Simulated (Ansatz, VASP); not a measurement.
## One calculation of ZnHgO2, two programs

Contents of INCAR:

```
ALGO = Normal
EDIFF = 1E-6
EDIFFG = -0.02
ENCUT = 600
GGA = RP
IBRION = 2
ISIF = 3
ISMEAR = -1
IVDW = 13
LASPH = True
LCHARG = False
LREAL = False
LWAVE = False
NELM = 100
NSW = 40
PREC = Accurate
SIGMA = 0.05
```

The input KPOINTS:

```
k-points
0
Gamma
  5 5 6
```

The input POSCAR:

```
ZnHgO2
1.0
    4.0092200000      0.0000000000      0.0000000000
    0.0000000000      4.0092200000      0.0000000000
    0.0000000000      0.0000000000      3.3045900000
Zn Hg O
1 1 2
Direct
    0.0000000000      0.0000000000      0.0000000000
    0.5000000000      0.5000000000      0.5000000000
    0.5000000000      0.0000000000      0.0000000000
    0.0000000000      0.5000000000      0.0000000000
```

The input input.yaml:

```yaml
crystal:
  lattice:
    - [4.00922, 0.0, 0.0]
    - [0.0, 4.00922, 0.0]
    - [0.0, 0.0, 3.30459]
  atoms:
    - { symbol: Zn, position: [0.0, 0.0, 0.0] }
    - { symbol: Hg, position: [0.5, 0.5, 0.5] }
    - { symbol: O, position: [0.5, 0.0, 0.0] }
    - { symbol: O, position: [0.0, 0.5, 0.0] }
hamiltonian:
  xc: rpbe
  pseudopotentials: { kind: paw }
  dispersion: d4
kpoints:
  mp_grid: { grid: [5, 5, 6] }
scf:
  occupations: { method: fermi_dirac, width: 0.05 }
output:
  forces: true
  stress: true
  eigenvalues: true
relax:
  f_tol: 0.01
  max_steps: 40
  cell: { stress_tol: 0.05 }
```

Alike in both runs: task relaxation of cell and atoms; functional RPBE; dispersion D4; k mesh 5 × 5 × 6; occupations fermi-dirac, width 0.05 eV; no spin polarisation.

|  | VASP | Ansatz |
| --- | --- | --- |
| version | VASP 6.6.1 | Ansatz 0.2.0 |
| potentials or method | VASP PAW PBE potentials, release 64 (Zn, Hg, O) | Ansatz PAW |
| plane-wave cutoff (eV) | 600 | 420 |
| valence electrons in the cell | 36 | 44 |

```csv
,VASP,Ansatz,Ansatz less VASP
"gap on the k mesh at the Fermi level, each at its own relaxed structure (eV)",none,none,-
relaxed volume (Å³/atom),13.08,12.99,-0.087
relaxed cell length with the largest relative difference (Å),4.012,4.001,-0.0111
```

VASP's potentials were made for PBE, not for RPBE. A gap of «none» marks a metal or a gap that the smearing closes. VASP's potentials hold 36 valence electrons a cell and Ansatz's 44, so a difference there can come from the potentials and not from the codes.

Spin-orbit coupling is off throughout. Noted on Ansatz's run: the plane-wave basis is chosen anew once the cell has moved, so the energies of steps on either side of that aren't comparable.
